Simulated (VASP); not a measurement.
# Sb (I4/mmm) in VASP: notebook

The runs below take Sb through electric field gradients, with PBEsol.

Program: VASP 6.6.1. These are calculated values, not measurements. Logs are shortened: lines on timing, memory, paths and dates and some standing lists are left out, and cuts for length are marked.

## 1. The cell of the first run

It takes space group I4/mmm (No. 139, tetragonal). The conventional cell has a = 3.020 Å, b = 3.020 Å, c = 4.976 Å, α = 90.00°, β = 90.00°, γ = 90.00°. Sb (site symmetry 4/mmm) has 12 Sb at 3.02 to 3.28 Å within 4.0 Å.

## 2. Electric field gradients, PBEsol (volume scaled by 1.01)

Contents of INCAR:

```
SYSTEM = Sb
PREC = Accurate ; ENCUT = 520
EDIFF = 1E-8 ; ISMEAR = -1
SIGMA = 0.05 ; LREAL = .FALSE.
LASPH = .TRUE. ; NELM = 80
ALGO = Normal ; ISIF = 2
LWAVE = .FALSE. ; LCHARG = .FALSE.
GGA = PS ; LEFG = .TRUE.
NBANDS = 8
```

Contents of KPOINTS:

```
regular mesh
0
G
  19 19 19
  0 0 0
```

Contents of POSCAR:

```
Sb
1.0
   -1.5100000367      1.5100000367      2.4882392632
    1.5100000367     -1.5100000367      2.4882392632
    1.5100000367      1.5100000367     -2.4882392632
Sb
1
Direct
    0.0000000000      0.0000000000      0.0000000000
```

Potentials or basis: VASP PAW PBE potentials, release 64 (Sb).

On the command line:

```sh
> cat potpaw_PBE.64/Sb/POTCAR > POTCAR
> mpirun -np 1 vasp_std > vasp.out
```

OUTCAR:

```text
SYSTEM = Sb
   PREC = Accurate
   ENCUT = 520
   EDIFF = 1E-8
   ISMEAR = -1
   LREAL = .FALSE.
   LASPH = .TRUE.
   NELM = 80
   ISIF = 2
   GGA = PS

 ion  position               nearest neighbor table
   1  0.000  0.000  0.000-

  LATTYP: Found a body centered tetragonal cell.
 ALAT       =     3.0200000734
 C/A-ratio  =     1.6478405316

  Lattice vectors:

 A1 = (  -1.5100000367,   1.5100000367,   2.4882392632)
 A2 = (   1.5100000367,  -1.5100000367,   2.4882392632)
 A3 = (   1.5100000367,   1.5100000367,  -2.4882392632)

Analysis of symmetry for initial positions (statically):
=====================================================================
 Subroutine PRICEL returns:
 Original cell was already a primitive cell.

 Routine SETGRP: Setting up the symmetry group for a
 body centered tetragonal supercell.

 Subroutine GETGRP returns: Found 16 space group operations
 (whereof 16 operations were pure point group operations)
 out of a pool of 16 trial point group operations.

The static configuration has the point symmetry D_4h.

Analysis of symmetry for dynamics (positions and initial velocities):
=====================================================================
 Subroutine PRICEL returns:
 Original cell was already a primitive cell.

 Routine SETGRP: Setting up the symmetry group for a
 body centered tetragonal supercell.

 Subroutine GETGRP returns: Found 16 space group operations
 (whereof 16 operations were pure point group operations)
 out of a pool of 16 trial point group operations.

The dynamic configuration has the point symmetry D_4h.

 Subroutine INISYM returns: Found 16 space group operations
 (whereof 16 operations are pure point group operations),
 and found     1 'primitive' translations

----------------------------------------------------------------------------------------

                                     Primitive cell

  volume of cell :      22.6937

  direct lattice vectors                    reciprocal lattice vectors
    -1.510000037  1.510000037  2.488239263     0.000000000  0.331125820  0.200945306
     1.510000037 -1.510000037  2.488239263     0.331125820  0.000000000  0.200945306
     1.510000037  1.510000037 -2.488239263     0.331125820  0.331125820  0.000000000

  length of vectors
     3.278953317  3.278953317  3.278953317     0.387328445  0.387328445  0.468282625

  position of ions in fractional coordinates (direct lattice)
     0.000000000  0.000000000  0.000000000

  ion indices of the primitive-cell ions
   primitive index   ion index
                 1           1

----------------------------------------------------------------------------------------

 KPOINTS: regular mesh

Automatic generation of k-mesh.
 Grid dimensions read from file:
 generate k-points for:   19   19   19

 Generating k-lattice:

  Cartesian coordinates                     Fractional coordinates (reciprocal lattice)
     0.000000000  0.017427675  0.010576069     0.052631579 -0.000000000  0.000000000
     0.017427675  0.000000000  0.010576069    -0.000000000  0.052631579  0.000000000
     0.017427675  0.017427675  0.000000000     0.000000000  0.000000000  0.052631579

  Length of vectors
     0.020385708  0.020385708  0.024646454

  Shift w.r.t. Gamma in fractional coordinates (k-lattice)
     0.000000000  0.000000000  0.000000000

 Subroutine IBZKPT returns following result:
 ===========================================

 Found    550 irreducible k-points:

 Following reciprocal coordinates:
            Coordinates               Weight
  0.000000  0.000000  0.000000      1.000000
  0.052632 -0.000000  0.000000      8.000000
  0.105263 -0.000000  0.000000      8.000000
  0.157895  0.000000  0.000000      8.000000
  0.210526  0.000000 -0.000000      8.000000
  0.263158  0.000000  0.000000      8.000000
[... 16 lines left out ...]
 -0.315789  0.052632  0.000000     16.000000
 -0.263158  0.052632  0.000000     16.000000
 [... further k-points ...]
   k-points           NKPTS =    550   k-points in BZ     NKDIM =    550   number of bands    NBANDS=      8
   number of dos      NEDOS =    301   number of ions     NIONS =      1
   total plane-waves  NPLWV =  13824
   dimension x,y,z NGX =    24 NGY =   24 NGZ =   24
   dimension x,y,z NGXF=    48 NGYF=   48 NGZF=   48
   ions per type =               1
   NGX,Y,Z   is equivalent  to a cutoff of  12.17, 12.17, 12.17 a.u.
   NGXF,Y,Z  is equivalent  to a cutoff of  24.34, 24.34, 24.34 a.u.
 SYSTEM =  Sb
   PREC   = accura    normal or accurate (medium, high low for compatibility)
   ISTART =      0    job   : 0-new  1-cont  2-samecut
   ICHARG =      2    charge: 1-file 2-atom 10-const
   ISPIN  =      1    spin polarized calculation?
   LNONCOLLINEAR =      F non collinear calculations
   LSORBIT =      F    spin-orbit coupling
   LASPH  =      T    aspherical Exc in radial PAW
   ENCUT  =  520.0 eV  38.22 Ry    6.18 a.u.   6.10  6.10  6.10*2*pi/ulx,y,z
   NELM   =     80;   NELMIN=  2; NELMDL= -5     # of ELM steps
   EDIFF  = 0.1E-07   stopping-criterion for ELM
   LREAL  =      F    real-space projection
   EDIFFG = 0.1E-06   stopping-criterion for IOM
   NSW    =      0    number of steps for IOM
   IBRION =     -1    ionic relax: 0-MD 1-quasi-New 2-CG
   NFREE  =      0    steps in history (QN), initial steepest desc. (CG)
   ISIF   =      2    stress and relaxation
   ISYM   =      2    0-nonsym 1-usesym 2-fastsym
   POTIM  = 0.5000    time-step for ionic-motion
   TEBEG  =    0.0;   TEEND  =   0.0 temperature during run
   PSTRESS=    0.0 pullay stress
   NELECT =       5.0000    total number of electrons
   NUPDOWN=      -1.0000    fix difference up-down
   EMIN   =  10.00;   EMAX   =-10.00  energy-range for DOS
   EFERMI =   0.00;   METHOD = LEGACY
   ISMEAR =    -1;   SIGMA  =   0.05  broadening in eV -4-tet -1-fermi 0-gaus
   EFERMI_NEDOS =   21; number of points for ismear=-14 and -15
   IALGO  =     38    algorithm
   IMIX   =      4    mixing-type and parameters
     AMIX     =   0.40;   BMIX     =  1.00
     AMIX_MAG =   1.60;   BMIX_MAG =  1.00
  volume/ion in A,a.u.               =      22.69       153.14
  Fermi-wavevector in a.u.,A,eV,Ry     =   0.988772  1.868508 13.302008  0.977670
  Thomas-Fermi vector in A             =   2.120323
   LORBIT       =      0    0 simple, 1 ext, 2 COOP (PROOUT), +10 PAW based schemes
   GGA     = PS    functional components
   LHFCALC =     F    Hartree Fock is set to
   AEXX    =    0.0000 exact exchange contribution
   IVDW    =     0    specifies the selected vdW correction
   LEPSILON=     F    determine dielectric tensor
   LRPA    =     F    only Hartree local field effects (RPA)
 non-spin polarized calculation
  energy-cutoff  :      520.00
  volume of cell :       22.69
 maximum number of plane-waves:       634
   NGX = 13   NGY = 13   NGZ = 13

 number of electron       5.0000000 magnetization

 Free energy of the ion-electron system (eV)
  ---------------------------------------------------
  ext. energy  EPLUGINS =         0.00000000
  ---------------------------------------------------
  free energy    TOTEN  =        -4.17479352 eV

  energy without entropy =       -4.17036884  energy(sigma->0) =       -4.17258118

 E-fermi :  10.8378     XC(G=0): -11.0839

 val. band max:       10.8145558070   @ k =  -0.2105  -0.3684   0.1579
 cond. band min:      10.8498855925   @ k =   0.4737   0.3158   0.1053
 fundamental gap:      0.0353297855
 Fermi energy:        10.8377752687

 k-point     1 :       0.0000    0.0000    0.0000
  band No.  band energies     occupation
      1      -3.6419      2.00000
      2      17.1964      0.00000
      3      17.4767      0.00000
      4      17.4767      0.00000
      5      20.9210      0.00000
      6      21.2624      0.00000
      7      21.9385      0.00000
      8      21.9385      0.00000

 k-point     2 :       0.0526   -0.0000    0.0000
  band No.  band energies     occupation
      1      -3.5771      2.00000
      2      16.6828      0.00000
      3      17.0888      0.00000
      4      17.4381      0.00000
      5      20.5620      0.00000
      6      21.2732      0.00000
      7      22.0626      0.00000
      8      22.2331      0.00000
[... 221 lines left out ...]
 k-point    23 :      -0.3158    0.0526    0.0000
  band No.  band energies     occupation
      1      -1.4678      2.00000
      2       8.4104      2.00000
      3      14.1373      0.00000
      4      16.7222      0.00000
      5      18.7795      0.00000
      6      20.9237      0.00000
      7      22.2475      0.00000
      8      23.9836      0.00000

 k-point    24 :      -0.2632    0.0526    0.0000
  band No.  band energies     occupation
      1      -2.1351      2.00000
      2      10.1459      2.00000
      3      14.6229      0.00000
      4      16.8248      0.00000
      5      19.1210      0.00000
      6      21.1363      0.00000
      7      22.6612      0.00000
      8      23.3324      0.00000

 [... further k-points ...]
[... 5 lines left out ...]
  --------------------------------------------------------------------------------------
  -------------------------------------------------------------------------------------
  Total        2.0814388      2.0814388      1.8020558      0.0000000      0.0000000      0.0000000
  in kB      146.9495201    146.9495201    127.2250927      0.0000000      0.0000000      0.0000000
  external PRESSURE =     140.3747110 kB  Pullay stress =       0.0000000 kB

 VOLUME and BASIS-vectors are now :
 -----------------------------------------------------------------------------
  energy-cutoff  :      520.00
  volume of cell :       22.69
      direct lattice vectors                 reciprocal lattice vectors
    -1.510000037  1.510000037  2.488239263     0.000000000  0.331125820  0.200945306
     1.510000037 -1.510000037  2.488239263     0.331125820  0.000000000  0.200945306
     1.510000037  1.510000037 -2.488239263     0.331125820  0.331125820  0.000000000

 POSITION                                       TOTAL-FORCE (eV/Angst)
 -----------------------------------------------------------------------------------
      0.00000      0.00000      0.00000         0.000000     -0.000000      0.000000
 -----------------------------------------------------------------------------------
    total drift:                                0.000000     -0.000000      0.000000

  FREE ENERGIE OF THE ION-ELECTRON SYSTEM (eV)
  ---------------------------------------------------
  free  energy   TOTEN  =        -4.1747935188 eV

  energy  without entropy=       -4.1703688357  energy(sigma->0) =       -4.17258118

 Electric field gradients (V/A^2)
---------------------------------------------------------------------
 ion       V_xx      V_yy      V_zz      V_xy      V_xz      V_yz
---------------------------------------------------------------------
   1     -19.400   -19.400    38.800    -0.000    -0.000    -0.000
---------------------------------------------------------------------

 Electric field gradients after diagonalization (V/A^2)
 (convention: |V_zz| > |V_xx| > |V_yy|)
----------------------------------------------------------------------
 ion       V_xx      V_yy      V_zz     asymmetry (V_yy - V_xx)/ V_zz
----------------------------------------------------------------------
   1     -19.400   -19.400    38.800       0.000
----------------------------------------------------------------------

           NMR quadrupolar parameters

 Cq : quadrupolar parameter    Cq=e*Q*V_zz/h
 eta: asymmetry parameters     (V_yy - V_xx)/ V_zz
 Q  : nuclear electric quadrupole moment in mb (millibarn)
----------------------------------------------------------------------
 ion       Cq(MHz)       eta       Q (mb)
----------------------------------------------------------------------
   1       0.094       0.000       1.000
----------------------------------------------------------------------
```

Run time: 24 s. Hardware: 1 thread of Intel Xeon 6975P-C (Granite Rapids), shared host; peak memory 0.22 GiB.

Results:

```
Free energy : -4.1748 eV
Pressure    : 14.0 GPa
```

Stress tensor (GPa, compression positive):
```
14.69  0.00  0.00
 0.00 14.69  0.00
 0.00  0.00 12.72
```

Levels at points of the mesh, in eV from the Fermi level:
```tsv
k point	band 1	band 2	band 3	band 4	band 5	band 6	band 7
(0.00, 0.00, 0.00)	-14.48	6.36	6.64	6.64	10.08	10.42	11.10
```

Electric field gradients, principal values (V/Å²):
| atom | least | middle | greatest (by size) |
| --- | --- | --- | --- |
| 1 Sb | -19.400 | -19.400 | 38.800 |

Caveat: without QUAD_EFG the Cq values of the log hold for a quadrupole moment of 1 mb, not for the nuclei; the PAW data sets were made with another functional, which shifts forces and pressure a little; spin-orbit coupling is left out, which moves the levels of the heavy elements.

## 3. Electric field gradients, PBEsol (volume scaled by 1.02)

Contents of INCAR:

```
SYSTEM = Sb
PREC = Accurate ; ENCUT = 520
EDIFF = 1E-8 ; ISMEAR = -1
SIGMA = 0.05 ; LREAL = .False.
LASPH = .True. ; NELM = 80
ALGO = Normal ; ISIF = 2
LWAVE = .False. ; LCHARG = .False.
GGA = PS ; LEFG = .True.
NBANDS = 8
```

Contents of KPOINTS:

```
regular mesh
0
Gamma
  19 19 19
  0 0 0
```

Contents of POSCAR:

```
Sb
1.0
   -1.5149671779      1.5149671779      2.4964243197
    1.5149671779     -1.5149671779      2.4964243197
    1.5149671779      1.5149671779     -2.4964243197
Sb
1
Direct
    0.0000000000      0.0000000000      0.0000000000
```

Potentials or basis: VASP PAW PBE potentials, release 64 (Sb).

On the command line:

```sh
> cat potpaw_PBE.64/Sb/POTCAR > POTCAR
> mpirun -np 1 vasp_std > vasp.out
```

OUTCAR:

```text
SYSTEM = Sb
   PREC = Accurate
   ENCUT = 520
   EDIFF = 1E-8
   ISMEAR = -1
   LREAL = .False.
   LASPH = .True.
   NELM = 80
   ISIF = 2
   GGA = PS

 ion  position               nearest neighbor table
   1  0.000  0.000  0.000-

  LATTYP: Found a body centered tetragonal cell.
 ALAT       =     3.0299343558
 C/A-ratio  =     1.6478405315

  Lattice vectors:

 A1 = (  -1.5149671779,   1.5149671779,   2.4964243197)
 A2 = (   1.5149671779,  -1.5149671779,   2.4964243197)
 A3 = (   1.5149671779,   1.5149671779,  -2.4964243197)

Analysis of symmetry for initial positions (statically):
=====================================================================
 Subroutine PRICEL returns:
 Original cell was already a primitive cell.

 Routine SETGRP: Setting up the symmetry group for a
 body centered tetragonal supercell.

 Subroutine GETGRP returns: Found 16 space group operations
 (whereof 16 operations were pure point group operations)
[... 443 lines left out ...]

 VOLUME and BASIS-vectors are now :
 -----------------------------------------------------------------------------
  energy-cutoff  :      520.00
  volume of cell :       22.92
      direct lattice vectors                 reciprocal lattice vectors
    -1.514967178  1.514967178  2.496424320     0.000000000  0.330040154  0.200286464
     1.514967178 -1.514967178  2.496424320     0.330040154  0.000000000  0.200286464
     1.514967178  1.514967178 -2.496424320     0.330040154  0.330040154  0.000000000

 POSITION                                       TOTAL-FORCE (eV/Angst)
 -----------------------------------------------------------------------------------
      0.00000      0.00000      0.00000        -0.000000      0.000000      0.000000
 -----------------------------------------------------------------------------------
    total drift:                                0.000000      0.000000      0.000000

  FREE ENERGIE OF THE ION-ELECTRON SYSTEM (eV)
  ---------------------------------------------------
  free  energy   TOTEN  =        -4.1936124394 eV

  energy  without entropy=       -4.1890818339  energy(sigma->0) =       -4.19134714

 Electric field gradients (V/A^2)
---------------------------------------------------------------------
 ion       V_xx      V_yy      V_zz      V_xy      V_xz      V_yz
---------------------------------------------------------------------
   1     -19.436   -19.436    38.873    -0.000    -0.000    -0.000
---------------------------------------------------------------------

 Electric field gradients after diagonalization (V/A^2)
 (convention: |V_zz| > |V_xx| > |V_yy|)
----------------------------------------------------------------------
 ion       V_xx      V_yy      V_zz     asymmetry (V_yy - V_xx)/ V_zz
----------------------------------------------------------------------
   1     -19.436   -19.436    38.873       0.000
----------------------------------------------------------------------

           NMR quadrupolar parameters

 Cq : quadrupolar parameter    Cq=e*Q*V_zz/h
 eta: asymmetry parameters     (V_yy - V_xx)/ V_zz
 Q  : nuclear electric quadrupole moment in mb (millibarn)
----------------------------------------------------------------------
 ion       Cq(MHz)       eta       Q (mb)
----------------------------------------------------------------------
   1       0.094       0.000       1.000
----------------------------------------------------------------------
```

OSZICAR:

```text
N       E                     dE             d eps       ncg     rms          rms(c)
DAV:   1     0.489816072755E+01    0.48982E+01   -0.17500E+03  9008   0.418E+02
DAV:   2    -0.411014088419E+01   -0.90083E+01   -0.87101E+01 12200   0.546E+01
DAV:   3    -0.420214353933E+01   -0.92003E-01   -0.91700E-01 10920   0.613E+00
DAV:   4    -0.420239095864E+01   -0.24742E-03   -0.24742E-03 13488   0.378E-01
DAV:   5    -0.420239138077E+01   -0.42213E-06   -0.42191E-06 11360   0.950E-03    0.229E+00
DAV:   6    -0.419689539456E+01    0.54960E-02   -0.10345E-03 11648   0.153E-01    0.135E+00
DAV:   7    -0.419362199348E+01    0.32734E-02   -0.23203E-03 10488   0.228E-01    0.299E-02
DAV:   8    -0.419361285818E+01    0.91353E-05   -0.47043E-05 12576   0.503E-02    0.687E-03
DAV:   9    -0.419361273012E+01    0.12806E-06   -0.66451E-07 12160   0.571E-03    0.324E-03
DAV:  10    -0.419361251335E+01    0.21677E-06   -0.25768E-08 12536   0.910E-04    0.617E-04
DAV:  11    -0.419361245461E+01    0.58736E-07   -0.16902E-09  7608   0.247E-04    0.661E-05
DAV:  12    -0.419361243773E+01    0.16884E-07   -0.10607E-10  5624   0.770E-05    0.205E-05
DAV:  13    -0.419361243941E+01   -0.16837E-08   -0.95919E-12  5096   0.255E-05
   1 F= -.41936124E+01 E0= -.41913471E+01  d E =-.453061E-02
```

It took 25 s on 1 thread of Intel Xeon 6975P-C (Granite Rapids), shared host; peak memory 0.22 GiB.

What came out:

```yaml
Free_energy: -4.1936 eV
Pressure: 12.8 GPa
```

Electric field gradients, principal values (V/Å²):
```tsv
atom	least	middle	greatest (by size)
1 Sb	-19.436	-19.436	38.873
```

Caveat: without QUAD_EFG the Cq values of the log hold for a quadrupole moment of 1 mb, not for the nuclei; the PAW data sets were made with another functional, which shifts forces and pressure a little; spin-orbit coupling is left out, which moves the levels of the heavy elements.
